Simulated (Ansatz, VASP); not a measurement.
Two plane-wave programs on ZnAu

```
Zn Au
1.0
     3.02899    0.00000    0.00000
     0.00000    3.02899    0.00000
     0.00000    0.00000    3.14700
Zn Au
1 1
Direct
  0.50000 0.50000 0.50000
  0.00000 0.00000 0.00000
```

Change from the starting cell: strain -0.0375 x Voigt [1, 1, 0, 0, 0, 0], atoms carried along.

Alike in both runs: task single point; functional PBE; k mesh 16 × 16 × 16; occupations gaussian, width 0.15 eV; no spin polarisation.

|  | VASP | Ansatz |
| --- | --- | --- |
| version | VASP 6.6.1 | Ansatz 0.2.0 |
| potentials or method | VASP PAW PBE potentials, release 64 (Zn, Au), cutoff 520 eV | scalar-relativistic, plane waves, PAW |
| valence electrons in the cell | 23 | 31 |

|  | VASP | Ansatz | Ansatz less VASP |
| --- | --- | --- | --- |
| gap on the k mesh at the Fermi level (eV) | none | none | - |
| pressure (GPa) | 18.4 | 18.2 | -0.18 |
| traceless stress, the component that is largest in VASP (GPa) | -0.59 | -0.61 | -0.017 |

A gap of «none» marks a metal or a gap that the smearing closes. VASP's potentials hold 23 valence electrons a cell and Ansatz's 31, so a difference there can come from the potentials and not from the codes.

Spin-orbit coupling is off throughout.
